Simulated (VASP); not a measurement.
# GaB (P4/mmm) in VASP: settings compared, part 2 of 2

VASP 6.6.1. Earlier steps stand in the parts before.

## (3) Relaxation of cell and atoms, PBEsol-based global hybrid with 25 % exact exchange

The input, POSCAR:

```
GaB
1.0
    2.7182400000      0.0000000000      0.0000000000
    0.0000000000      2.7182400000      0.0000000000
    0.0000000000      0.0000000000      3.2362100000
Ga B
1 1
Direct
    0.5000000000      0.5000000000      0.5000000000
    0.0000000000      0.0000000000      0.0000000000
```

The input, INCAR.step1:

```
ALGO     = Normal         # electronic algorithm
EDIFF    = 1E-5           # SCF threshold, eV
ENCUT    = 600            # plane-wave cutoff, eV
GGA      = PE             # functional
ISMEAR   = -1             # smearing method
LASPH    = True           # aspherical terms in the spheres
LCHARG   = False          # write CHGCAR
LREAL    = False          # projectors in reciprocal space
LWAVE    = True           # write WAVECAR
NBANDS   = 15             # bands
NELM     = 100            # most SCF steps
PREC     = Accurate       # precision mode
SIGMA    = 0.05           # smearing width, eV
```

The input, INCAR.step2:

```
AEXX     = 0.25           # exact-exchange fraction
ALGO     = Normal         # electronic algorithm
EDIFF    = 1E-6           # SCF threshold, eV
EDIFFG   = -0.01          # ionic threshold
ENCUT    = 600            # plane-wave cutoff, eV
GGA      = PS             # functional
IBRION   = 2              # ionic algorithm
ISIF     = 3              # what is computed and relaxed
ISMEAR   = -1             # smearing method
ISTART   = 1            
LASPH    = True           # aspherical terms in the spheres
LCHARG   = False          # write CHGCAR
LHFCALC  = True           # exact exchange
LREAL    = False          # projectors in reciprocal space
LWAVE    = False          # write WAVECAR
NELM     = 100            # most SCF steps
NSW      = 60             # ionic steps
PREC     = Accurate       # precision mode
PRECFOCK = Normal       
SIGMA    = 0.05           # smearing width, eV
```

The input, KPOINTS:

```
k-points
0
Gamma
  5 5 4
```

Potentials or basis: VASP PAW PBE potentials, release 64 (Ga_d, B).

The run is started by

```bash
$ cat potpaw_PBE.64/Ga_d/POTCAR potpaw_PBE.64/B/POTCAR > POTCAR
$ cp INCAR.step1 INCAR
$ mpirun -np 1 vasp_std > vasp.out
$ cp INCAR.step2 INCAR
$ mpirun -np 1 vasp_std > vasp.out
```

OUTCAR:

```text
AEXX = 0.25
   EDIFF = 1E-6
   EDIFFG = -0.01
   ENCUT = 600
   GGA = PS
   IBRION = 2
   ISIF = 3
   ISMEAR = -1
   ISTART = 1
   LASPH = True
   LHFCALC = True
   LREAL = False
   NELM = 100
   NSW = 60
   PREC = Accurate
   PRECFOCK = Normal

 ion  position               nearest neighbor table
   1  0.500  0.500  0.500-   2 2.51   2 2.51   2 2.51   2 2.51   2 2.51   2 2.51   2 2.51   2 2.51

   2  0.000  0.000  0.000-   1 2.51   1 2.51   1 2.51   1 2.51   1 2.51   1 2.51   1 2.51   1 2.51

  LATTYP: Found a simple tetragonal cell.
 ALAT       =     2.7182400000
 C/A-ratio  =     1.1905534463

  Lattice vectors:

 A1 = (   2.7182400000,   0.0000000000,   0.0000000000)
 A2 = (   0.0000000000,   2.7182400000,   0.0000000000)
 A3 = (   0.0000000000,   0.0000000000,   3.2362100000)

Analysis of symmetry for initial positions (statically):
=====================================================================
 Subroutine PRICEL returns:
 Original cell was already a primitive cell.

 Routine SETGRP: Setting up the symmetry group for a
 simple tetragonal supercell.

 Subroutine GETGRP returns: Found 16 space group operations
 (whereof 16 operations were pure point group operations)
 out of a pool of 16 trial point group operations.

The static configuration has the point symmetry D_4h.

Analysis of symmetry for dynamics (positions and initial velocities):
=====================================================================
 Subroutine PRICEL returns:
 Original cell was already a primitive cell.

 Routine SETGRP: Setting up the symmetry group for a
 simple tetragonal supercell.

 Subroutine GETGRP returns: Found 16 space group operations
 (whereof 16 operations were pure point group operations)
 out of a pool of 16 trial point group operations.

The dynamic configuration has the point symmetry D_4h.

 Subroutine INISYM returns: Found 16 space group operations
 (whereof 16 operations are pure point group operations),
[... 109 lines left out ...]
     AMIX_MAG =   1.60;   BMIX_MAG =  1.00
  volume/ion in A,a.u.               =      11.96        80.68
  Fermi-wavevector in a.u.,A,eV,Ry     =   1.431894  2.705886 27.896285  2.050319
  Thomas-Fermi vector in A             =   2.551580
   LORBIT       =      0    0 simple, 1 ext, 2 COOP (PROOUT), +10 PAW based schemes
   GGA     = PS    functional components
   LHFCALC =     T    Hartree Fock is set to
   PRECFOCK=normal    Normal, Fast or Accurate (Low or Medium for compatibility)
   ENCUT4O =  -1.0   cutoff for four orbital integrals eV
   NKREDX  =     1    reduce k-point grid by
   NKREDY  =     1    reduce k-point grid by
   NKREDZ  =     1    reduce k-point grid by
   AEXX    =    0.2500 exact exchange contribution
   HFSCREEN=    0.0000 screening length (either q_TF or 0.3 A-1)
   HFSCREENC=   0.0000 screening length for correlation (either q_TF or 0.3 A-1)
   ENCUTFOCK=  -1.0 apply spherical cutoff to Coloumb kernel
   IVDW    =     0    specifies the selected vdW correction
   LEPSILON=     F    determine dielectric tensor
   LRPA    =     F    only Hartree local field effects (RPA)
 conjugate gradient relaxation of ions
 non-spin polarized calculation
  energy-cutoff  :      600.00
  volume of cell :       23.91
 maximum number of plane-waves:       813
 NGX is ok and might be reduce to    24
  NGX = 18; NGY = 18; NGZ = 20

--------------------------------------- Ionic step        1  -------------------------------------------

 number of electron      16.0000003 magnetization

 Free energy of the ion-electron system (eV)
  ---------------------------------------------------
  ext. energy  EPLUGINS =         0.00000000
  ---------------------------------------------------
  free energy    TOTEN  =        -9.30504509 eV

  energy without entropy =       -9.29949358  energy(sigma->0) =       -9.30226933

------------------------ aborting loop because EDIFF is reached ----------------------------------------

  FORCE on cell =-STRESS in cart. coord.  units (eV):
  Direction    XX          YY          ZZ          XY          YZ          ZX
  --------------------------------------------------------------------------------------
  -------------------------------------------------------------------------------------
  Total       -0.9103809     -0.9103809     -1.3918183      0.0000000      0.0000000     -0.0000000
  in kB      -60.9988213    -60.9988213    -93.2568683      0.0000000      0.0000000     -0.0000000
  external PRESSURE =     -71.7515037 kB  Pullay stress =       0.0000000 kB
[... 167 lines left out ...]
--------------------------------------- Ionic step        6  -------------------------------------------

 number of electron      16.0000005 magnetization

 Free energy of the ion-electron system (eV)
  ---------------------------------------------------
  ext. energy  EPLUGINS =         0.00000000
  ---------------------------------------------------
  free energy    TOTEN  =        -9.34158015 eV

  energy without entropy =       -9.33603399  energy(sigma->0) =       -9.33880707

 E-fermi :   7.5379     XC(G=0):  -9.6427

 val. band max:        7.5379142879   @ k =   0.4000   0.4000   0.2500
 cond. band min:       8.4214437142   @ k =   0.2000   0.2000   0.2500
 fundamental gap:      0.8835294263
 Fermi energy:         7.5379161516

 k-point     1 :       0.0000    0.0000    0.0000
  band No.  band energies     occupation
      1     -11.2708      2.00000
      2     -11.0986      2.00000
      3     -10.7529      2.00000
      4     -10.7529      2.00000
      5     -10.6812      2.00000
      6      -8.6876      2.00000
      7       4.9520      2.00000
      8      10.7488      0.00000
      9      11.0386      0.00000
     10      11.0386      0.00000
     11      18.0302      0.00000
     12      18.0328      0.00000
[... 282 lines left out ...]
  FREE ENERGIE OF THE ION-ELECTRON SYSTEM (eV)
  ---------------------------------------------------
  free  energy   TOTEN  =        -9.3415801474 eV

  energy  without entropy=       -9.3360339922  energy(sigma->0) =       -9.33880707

 reached required accuracy - stopping structural energy minimisation
```

OUTCAR.step1:

```text
EDIFF = 1E-5
   ENCUT = 600
   GGA = PE
   ISMEAR = -1
   LASPH = True
[... 538 lines left out ...]
      1.35912      1.35912      1.61810         0.000000      0.000000      0.000000
      0.00000      0.00000      0.00000         0.000000      0.000000      0.000000
 -----------------------------------------------------------------------------------
    total drift:                                0.000000      0.000000     -0.000000

  FREE ENERGIE OF THE ION-ELECTRON SYSTEM (eV)
  ---------------------------------------------------
  free  energy   TOTEN  =        -7.1247013555 eV

  energy  without entropy=       -7.1158143792  energy(sigma->0) =       -7.12025787
```

OSZICAR.step1:

```text
N       E                     dE             d eps       ncg     rms          rms(c)
DAV:   1     0.705754951319E+02    0.70575E+02   -0.85534E+03   562   0.205E+03
DAV:   2    -0.263136351074E+01   -0.73207E+02   -0.68512E+02   596   0.344E+02
DAV:   3    -0.732854089221E+01   -0.46972E+01   -0.46523E+01   610   0.610E+01
DAV:   4    -0.737094365101E+01   -0.42403E-01   -0.42383E-01   610   0.623E+00
DAV:   5    -0.737134326925E+01   -0.39962E-03   -0.39961E-03   659   0.607E-01    0.213E+00
DAV:   6    -0.714888148173E+01    0.22246E+00   -0.22944E-01   769   0.110E+01    0.923E-01
DAV:   7    -0.712802770410E+01    0.20854E-01   -0.33426E-02   760   0.156E+00    0.406E-01
DAV:   8    -0.712483440371E+01    0.31933E-02   -0.39271E-03   720   0.928E-01    0.761E-02
DAV:   9    -0.712470111670E+01    0.13329E-03   -0.39003E-04   682   0.379E-01    0.159E-02
DAV:  10    -0.712470135554E+01   -0.23884E-06   -0.14456E-05   542   0.400E-02
   1 F= -.71247014E+01 E0= -.71202579E+01  d E =-.888698E-02
```

It took 41 min on 1 thread of Intel Xeon Platinum 8488C (Sapphire Rapids), shared host; peak memory 0.16 GiB.

What came out:

* Free energy: -9.3416 eV
* Relaxed volume: 11.23 Å³/atom
* Relaxed cell: a = 2.669 Å, b = 2.669 Å, c = 3.152 Å, α = 90.00°, β = 90.00°, γ = 90.00°
* Space group after relaxing (to 0.1 Å): P4/mmm (No. 123)
* Energy gained by relaxing: 18.3 meV/atom
* Ionic steps: 6
* Pressure after relaxing: 0.0 GPa
* Band gap on the k mesh: zero (bands 8 and 9 overlap by 8.88 eV)

The path:
| step | energy change (eV) | largest force (eV/Å) | pressure (GPa) | volume (Å³) |
| --- | --- | --- | --- | --- |
| 1 | 0.0000 | 0.0000 | -7.18 | 23.91 |
| 2 | -0.0340 | 0.0000 | 2.24 | 22.11 |
| 3 | -0.0365 | 0.0000 | -0.17 | 22.46 |
| 4 | -0.0365 | 0.0000 | 0.20 | 22.43 |
| 5 | -0.0365 | 0.0000 | -0.25 | 22.48 |
| 6 | -0.0365 | 0.0000 | 0.02 | 22.46 |

Final structure:
```cif
data_structure
_symmetry_space_group_name_H-M 'P 1'
_symmetry_Int_Tables_number 1
_cell_length_a 2.6692
_cell_length_b 2.6692
_cell_length_c 3.1517
_cell_angle_alpha 90.000
_cell_angle_beta 90.000
_cell_angle_gamma 90.000
_cell_volume 22.46
loop_
_atom_site_label
_atom_site_type_symbol
_atom_site_fract_x
_atom_site_fract_y
_atom_site_fract_z
_atom_site_occupancy
Ga1 Ga 0.50000 0.50000 0.50000 1
B1 B 0.00000 0.00000 0.00000 1
```

Caveat: the k points lie up to 0.50 Å⁻¹ apart in the final cell, too coarse for converged energies and pressures of a metal; the PAW data sets were made with another functional, which shifts forces and pressure a little.

The gap in the log of VASP goes by the Fermi energy; the results here count the filled bands.